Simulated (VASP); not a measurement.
# I (P4/mmm) in VASP: further runs, part 2 of 3

VASP 6.6.1. The steps go on from the part before.

## (4) Single point, PBE

INCAR

```
SYSTEM = I
PREC     = Accurate       ! precision mode
ENCUT    = 520            ! plane-wave cutoff, eV
EDIFF    = 1E-6           ! SCF threshold, eV
ISMEAR   = 0              ! smearing method
SIGMA    = 0.1            ! smearing width, eV
LREAL    = .False.        ! projectors in reciprocal space
LASPH    = .True.         ! aspherical terms in the spheres
NELM     = 100            ! most SCF steps
ALGO     = Normal         ! electronic algorithm
ISIF     = 2              ! what is computed and relaxed
LWAVE    = .False.        ! write WAVECAR
LCHARG   = .False.        ! write CHGCAR
GGA      = PE             ! functional
NBANDS   = 10             ! bands
```

KPOINTS

```
regular mesh
0
Gamma
  6 6 4
  0 0 0
```

POSCAR

```
I
1.0
    3.2379526851      0.0000000000      0.0000000000
    0.0000000000      3.2379526851      0.0000000000
    0.0000000000      0.0000000000      5.1311765224
I
1
Direct
    0.5000000000      0.5000000000      0.0000000000
```

Potentials or basis: VASP PAW PBE potentials, release 64 (I).

The run is started by

```bash
$ cat potpaw_PBE.64/I/POTCAR > POTCAR
$ mpirun -np 1 vasp_std > vasp.out
```

OUTCAR:

```text
SYSTEM = I
   PREC = Accurate
   ENCUT = 520
   EDIFF = 1E-6
   ISMEAR = 0
   LREAL = .False.
   LASPH = .True.
   NELM = 100
   ISIF = 2
   GGA = PE

 ion  position               nearest neighbor table
   1  0.500  0.500  0.000-

  LATTYP: Found a simple tetragonal cell.
 ALAT       =     3.2379526851
 C/A-ratio  =     1.5846978080

  Lattice vectors:

 A1 = (   3.2379526851,   0.0000000000,   0.0000000000)
 A2 = (   0.0000000000,   3.2379526851,   0.0000000000)
 A3 = (   0.0000000000,   0.0000000000,   5.1311765224)

Analysis of symmetry for initial positions (statically):
=====================================================================
 Subroutine PRICEL returns:
 Original cell was already a primitive cell.

 Routine SETGRP: Setting up the symmetry group for a
 simple tetragonal supercell.

 Subroutine GETGRP returns: Found 16 space group operations
 (whereof 16 operations were pure point group operations)
 out of a pool of 16 trial point group operations.

The static configuration has the point symmetry D_4h.

Analysis of symmetry for dynamics (positions and initial velocities):
=====================================================================
 Subroutine PRICEL returns:
 Original cell was already a primitive cell.

 Routine SETGRP: Setting up the symmetry group for a
 simple tetragonal supercell.

 Subroutine GETGRP returns: Found 16 space group operations
 (whereof 16 operations were pure point group operations)
 out of a pool of 16 trial point group operations.

The dynamic configuration has the point symmetry D_4h.

 Subroutine INISYM returns: Found 16 space group operations
 (whereof 16 operations are pure point group operations),
 and found     1 'primitive' translations

----------------------------------------------------------------------------------------

                                     Primitive cell

  volume of cell :      53.7970

  direct lattice vectors                    reciprocal lattice vectors
     3.237952685  0.000000000  0.000000000     0.308837126  0.000000000  0.000000000
     0.000000000  3.237952685  0.000000000     0.000000000  0.308837126  0.000000000
     0.000000000  0.000000000  5.131176522     0.000000000  0.000000000  0.194887078

  length of vectors
     3.237952685  3.237952685  5.131176522     0.308837126  0.308837126  0.194887078

  position of ions in fractional coordinates (direct lattice)
     0.500000000  0.500000000  0.000000000

  ion indices of the primitive-cell ions
   primitive index   ion index
                 1           1

----------------------------------------------------------------------------------------

 KPOINTS: regular mesh

Automatic generation of k-mesh.
 Grid dimensions read from file:
 generate k-points for:    6    6    4

 Generating k-lattice:

  Cartesian coordinates                     Fractional coordinates (reciprocal lattice)
     0.051472854  0.000000000  0.000000000     0.166666667  0.000000000  0.000000000
     0.000000000  0.051472854  0.000000000     0.000000000  0.166666667  0.000000000
     0.000000000  0.000000000  0.048721770     0.000000000  0.000000000  0.250000000

  Length of vectors
     0.051472854  0.051472854  0.048721770

  Shift w.r.t. Gamma in fractional coordinates (k-lattice)
     0.000000000  0.000000000  0.000000000

 Subroutine IBZKPT returns following result:
 ===========================================

 Found     30 irreducible k-points:

 Following reciprocal coordinates:
            Coordinates               Weight
  0.000000  0.000000  0.000000      1.000000
  0.166667  0.000000  0.000000      4.000000
  0.333333  0.000000  0.000000      4.000000
  0.500000  0.000000  0.000000      2.000000
  0.166667  0.166667  0.000000      4.000000
  0.333333  0.166667  0.000000      8.000000
[... 16 lines left out ...]
  0.333333  0.000000  0.500000      4.000000
  0.500000  0.000000  0.500000      2.000000
 [... further k-points ...]
   k-points           NKPTS =     30   k-points in BZ     NKDIM =     30   number of bands    NBANDS=     10
   number of dos      NEDOS =    301   number of ions     NIONS =      1
   total plane-waves  NPLWV =  23040
   dimension x,y,z NGX =    24 NGY =   24 NGZ =   40
   dimension x,y,z NGXF=    48 NGYF=   48 NGZF=   80
   ions per type =               1
   NGX,Y,Z   is equivalent  to a cutoff of  12.32, 12.32, 12.96 a.u.
   NGXF,Y,Z  is equivalent  to a cutoff of  24.64, 24.64, 25.92 a.u.
 SYSTEM =  I
   PREC   = accura    normal or accurate (medium, high low for compatibility)
   ISTART =      0    job   : 0-new  1-cont  2-samecut
   ICHARG =      2    charge: 1-file 2-atom 10-const
   ISPIN  =      1    spin polarized calculation?
   LNONCOLLINEAR =      F non collinear calculations
   LSORBIT =      F    spin-orbit coupling
   LASPH  =      T    aspherical Exc in radial PAW
   ENCUT  =  520.0 eV  38.22 Ry    6.18 a.u.   6.02  6.02  9.54*2*pi/ulx,y,z
   NELM   =    100;   NELMIN=  2; NELMDL= -5     # of ELM steps
   EDIFF  = 0.1E-05   stopping-criterion for ELM
   LREAL  =      F    real-space projection
   EDIFFG = 0.1E-04   stopping-criterion for IOM
   NSW    =      0    number of steps for IOM
   IBRION =     -1    ionic relax: 0-MD 1-quasi-New 2-CG
   NFREE  =      0    steps in history (QN), initial steepest desc. (CG)
   ISIF   =      2    stress and relaxation
   ISYM   =      2    0-nonsym 1-usesym 2-fastsym
   POTIM  = 0.5000    time-step for ionic-motion
   TEBEG  =    0.0;   TEEND  =   0.0 temperature during run
   PSTRESS=    0.0 pullay stress
   NELECT =       7.0000    total number of electrons
   NUPDOWN=      -1.0000    fix difference up-down
   EMIN   =  10.00;   EMAX   =-10.00  energy-range for DOS
   EFERMI =   0.00;   METHOD = LEGACY
   ISMEAR =     0;   SIGMA  =   0.10  broadening in eV -4-tet -1-fermi 0-gaus
   EFERMI_NEDOS =   21; number of points for ismear=-14 and -15
   IALGO  =     38    algorithm
   IMIX   =      4    mixing-type and parameters
     AMIX     =   0.40;   BMIX     =  1.00
     AMIX_MAG =   1.60;   BMIX_MAG =  1.00
  volume/ion in A,a.u.               =      53.80       363.04
  Fermi-wavevector in a.u.,A,eV,Ry     =   0.829573  1.567667  9.363423  0.688192
  Thomas-Fermi vector in A             =   1.942144
   LORBIT       =      0    0 simple, 1 ext, 2 COOP (PROOUT), +10 PAW based schemes
   GGA     = PE    functional components
   LHFCALC =     F    Hartree Fock is set to
   AEXX    =    0.0000 exact exchange contribution
   IVDW    =     0    specifies the selected vdW correction
   LEPSILON=     F    determine dielectric tensor
   LRPA    =     F    only Hartree local field effects (RPA)
 non-spin polarized calculation
 Gauss-broadening in eV      SIGMA  =   0.10
  energy-cutoff  :      520.00
  volume of cell :       53.80
 maximum number of plane-waves:      1468
   NGX = 13   NGY = 13   NGZ = 19

 number of electron       7.0000001 magnetization

 Free energy of the ion-electron system (eV)
  ---------------------------------------------------
  ext. energy  EPLUGINS =         0.00000000
  ---------------------------------------------------
  free energy    TOTEN  =        -1.34489629 eV

  energy without entropy =       -1.33483377  energy(sigma->0) =       -1.33986503

 E-fermi :   0.8609     XC(G=0):  -6.8172

 val. band max:        0.8425665437   @ k =   0.5000   0.5000   0.0000
 cond. band min:       1.1303962781   @ k =   0.5000   0.1667   0.0000
 fundamental gap:      0.2878297344
 Fermi energy:         0.8609444838

 k-point     1 :       0.0000    0.0000    0.0000
  band No.  band energies     occupation
      1     -12.4092      2.00000
      2      -1.5112      2.00000
      3       2.0313      0.00000
      4       2.0313      0.00000
      5       5.1590      0.00000
      6       8.4231      0.00000
      7       8.8960      0.00000
      8      13.9646      0.00000
      9      15.0993      0.00000
     10      15.0993      0.00000

 k-point     2 :       0.1667    0.0000    0.0000
  band No.  band energies     occupation
      1     -12.1496      2.00000
      2      -1.2556      2.00000
      3       0.0038      2.00000
      4       2.2436      0.00000
      5       5.5673      0.00000
      6       8.9472      0.00000
      7      11.1955      0.00000
      8      11.2706      0.00000
      9      15.3633      0.00000
     10      15.4523      0.00000
[... 274 lines left out ...]
 k-point    24 :       0.5000    0.0000    0.5000
  band No.  band energies     occupation
      1     -11.1012      2.00000
      2      -3.7750      2.00000
      3      -0.6264      2.00000
      4       3.0084      0.00000
      5       5.8933      0.00000
      6      10.6633      0.00000
      7      11.3949      0.00000
      8      12.6258      0.00000
      9      12.8272      0.00000
     10      13.0021      0.00000

 [... further k-points ...]
[... 5 lines left out ...]
  --------------------------------------------------------------------------------------
  -------------------------------------------------------------------------------------
  Total        0.0571019      0.0571019     -0.0006586      0.0000000      0.0000000      0.0000000
  in kB        1.7006044      1.7006044     -0.0196148      0.0000000      0.0000000      0.0000000
  external PRESSURE =       1.1271980 kB  Pullay stress =       0.0000000 kB

 VOLUME and BASIS-vectors are now :
 -----------------------------------------------------------------------------
  energy-cutoff  :      520.00
  volume of cell :       53.80
      direct lattice vectors                 reciprocal lattice vectors
     3.237952685  0.000000000  0.000000000     0.308837126  0.000000000  0.000000000
     0.000000000  3.237952685  0.000000000     0.000000000  0.308837126  0.000000000
     0.000000000  0.000000000  5.131176522     0.000000000  0.000000000  0.194887078

 POSITION                                       TOTAL-FORCE (eV/Angst)
 -----------------------------------------------------------------------------------
      1.61898      1.61898      0.00000         0.000000      0.000000      0.000000
 -----------------------------------------------------------------------------------
    total drift:                               -0.000000     -0.000000     -0.000000

  FREE ENERGIE OF THE ION-ELECTRON SYSTEM (eV)
  ---------------------------------------------------
  free  energy   TOTEN  =        -1.3448962940 eV

  energy  without entropy=       -1.3348337677  energy(sigma->0) =       -1.33986503
```

It took 3.7 s on 1 thread of Intel Xeon 6975P-C (Granite Rapids), shared host; peak memory 0.16 GiB.

What came out:

- Free energy: -1.3449 eV
- Pressure: 0.1 GPa

Caveat: spin-orbit coupling is left out, which moves the levels of the heavy elements; an odd number of electrons without spin polarisation forces a metal; a magnetic or distorted state may lie lower.

## (5) Relaxation of cell and atoms, PBE

This run uses another cell than the first one, of 40.32 Å³/atom, 0.750 times its volume.

INCAR

```
PREC     = Accurate       # precision mode
ENCUT    = 600            # plane-wave cutoff, eV
EDIFF    = 1E-6           # SCF threshold, eV
ISMEAR   = 0              # smearing method
SIGMA    = 0.1            # smearing width, eV
LREAL    = F              # projectors in reciprocal space
LASPH    = T              # aspherical terms in the spheres
NELM     = 100            # most SCF steps
ALGO     = Normal         # electronic algorithm
ISIF     = 3              # what is computed and relaxed
LWAVE    = F              # write WAVECAR
LCHARG   = F              # write CHGCAR
GGA      = PE             # functional
IBRION   = 2              # ionic algorithm
NSW      = 90             # ionic steps
EDIFFG   = -0.04          # ionic threshold
```

KPOINTS

```
regular mesh
0
Gamma
  6 6 4
```

POSCAR

```
I
1.0
    2.5454284300      0.0000000000      0.0000000000
    0.0000000000      2.5454284300      0.0000000000
    0.0000000000      0.0000000000      6.2232268100
I
1
Direct
    0.5000000000      0.5000000000      0.0000000000
```

Potentials or basis: VASP PAW PBE potentials, release 64 (I).

The run is started by

```bash
$ cat potpaw_PBE.64/I/POTCAR > POTCAR
$ mpirun -np 1 vasp_std > vasp.out
```

OUTCAR:

```text
PREC = Accurate
   ENCUT = 600
   EDIFF = 1E-6
   ISMEAR = 0
   LREAL = F
   LASPH = T
   NELM = 100
   ISIF = 3
   GGA = PE
   IBRION = 2
   NSW = 90
   EDIFFG = -0.04

 ion  position               nearest neighbor table
   1  0.500  0.500  0.000-

  LATTYP: Found a simple tetragonal cell.
 ALAT       =     2.5454284300
 C/A-ratio  =     2.4448641874

  Lattice vectors:

 A1 = (   2.5454284300,   0.0000000000,   0.0000000000)
 A2 = (   0.0000000000,   2.5454284300,   0.0000000000)
 A3 = (   0.0000000000,   0.0000000000,   6.2232268100)

Analysis of symmetry for initial positions (statically):
=====================================================================
 Subroutine PRICEL returns:
 Original cell was already a primitive cell.
[... 515 lines left out ...]
      5       5.5681      0.00000
      6      10.0879      0.00000
      7      10.0959      0.00000

 [... further k-points ...]

[... ionic steps 4 to 13 ...]

--------------------------------------- Ionic step       14  -------------------------------------------

 number of electron       7.0000002 magnetization

------------------------ aborting loop because EDIFF is reached ----------------------------------------
[... 65 lines left out ...]
--------------------------------------- Ionic step       16  -------------------------------------------

 number of electron       7.0000002 magnetization

 Free energy of the ion-electron system (eV)
  ---------------------------------------------------
  ext. energy  EPLUGINS =         0.00000000
  ---------------------------------------------------
  free energy    TOTEN  =        -1.34178126 eV

  energy without entropy =       -1.33162639  energy(sigma->0) =       -1.33670383

 E-fermi :  -0.3365     XC(G=0):  -5.9691

 val. band max:       -0.3830270697   @ k =   0.3333   0.1667   0.5000
 cond. band min:      -0.0559945677   @ k =   0.5000   0.1667   0.0000
 fundamental gap:      0.3270325020
 Fermi energy:        -0.3364982654

 k-point     1 :       0.0000    0.0000    0.0000
  band No.  band energies     occupation
      1     -13.5789      2.00000
      2      -2.8847      2.00000
      3       0.8408      0.00000
      4       0.8408      0.00000
      5       3.8783      0.00000
      6       7.2619      0.00000
      7       7.7452      0.00000
[... 258 lines left out ...]
  FREE ENERGIE OF THE ION-ELECTRON SYSTEM (eV)
  ---------------------------------------------------
  free  energy   TOTEN  =        -1.3417812626 eV

  energy  without entropy=       -1.3316263940  energy(sigma->0) =       -1.33670383

 reached required accuracy - stopping structural energy minimisation
```

Run time: 38 s. Hardware: 1 thread of Intel Xeon 6975P-C (Granite Rapids), shared host; peak memory 0.15 GiB.

What came out:

- Free energy: -1.3418 eV
- Relaxed cell: a = 3.241 Å, b = 3.241 Å, c = 6.207 Å, α = 90.00°, β = 90.00°, γ = 90.00°
- Space group after relaxing (to 0.05 Å): P4/mmm (No. 123)
- Energy gained by relaxing: 3357.8 meV/atom
- Ionic steps: 16
- Pressure after relaxing: 0.0 GPa

The path:
```tsv
step	energy change (eV)	largest force (eV/Å)	pressure (GPa)	volume (Å³)
1	0.0000	0.0000	47.62	40.32
2	-2.3390	0.0000	-0.70	140.51
3	-2.3816	0.0000	-0.82	134.37
4	-2.4334	0.0000	-0.95	128.01
5	-3.2047	0.0000	-2.04	78.01
6	-3.2220	0.0000	4.34	57.63
7	-3.3335	0.0000	-1.11	69.76
8	-3.3547	0.0000	0.49	64.12
9	-3.3577	0.0000	-0.10	65.76
10	-3.3576	0.0000	0.09	65.19
11	-3.3576	0.0000	0.09	65.16
12	-3.3577	0.0000	0.08	65.08
13	-3.3577	0.0000	0.08	65.09
14	-3.3577	0.0000	0.08	65.10
15	-3.3577	0.0000	0.06	65.13
16	-3.3578	0.0000	0.04	65.19
```

Final structure:
```cif
data_structure
_symmetry_space_group_name_H-M 'P 1'
_symmetry_Int_Tables_number 1
_cell_length_a 3.2407
_cell_length_b 3.2407
_cell_length_c 6.2075
_cell_angle_alpha 90.000
_cell_angle_beta 90.000
_cell_angle_gamma 90.000
_cell_volume 65.19
loop_
_atom_site_label
_atom_site_type_symbol
_atom_site_fract_x
_atom_site_fract_y
_atom_site_fract_z
_atom_site_occupancy
I1 I 0.50000 0.50000 0.00000 1
```

Levels at points of the mesh, in eV from the Fermi level:
```
           k point  band 1  band 2  band 3  band 4  band 5  band 6
(0.00, 0.00, 0.00)  -13.24   -2.55    1.18    1.18    4.21    7.60
(0.50, 0.00, 0.00)  -11.96   -4.64   -1.27    2.13    5.99    7.32
(0.50, 0.50, 0.00)  -10.67   -3.45   -3.45   -0.12    4.46    8.17
(0.00, 0.00, 0.50)  -13.24   -2.67    1.18    1.18    6.13    6.92
(0.50, 0.00, 0.50)  -11.96   -4.63   -1.33    2.13    5.35    9.33
(0.50, 0.50, 0.50)  -10.67   -3.45   -3.45   -0.16    4.51    7.75
```

Caveat: the k points lie up to 0.32 Å⁻¹ apart in the final cell; the volume moved by over 15 % at a fixed basis, so the end points are rough; spin-orbit coupling is left out, which moves the levels of the heavy elements; an odd number of electrons without spin polarisation forces a metal; a magnetic or distorted state may lie lower.

(Continued in part 3 of 3.)
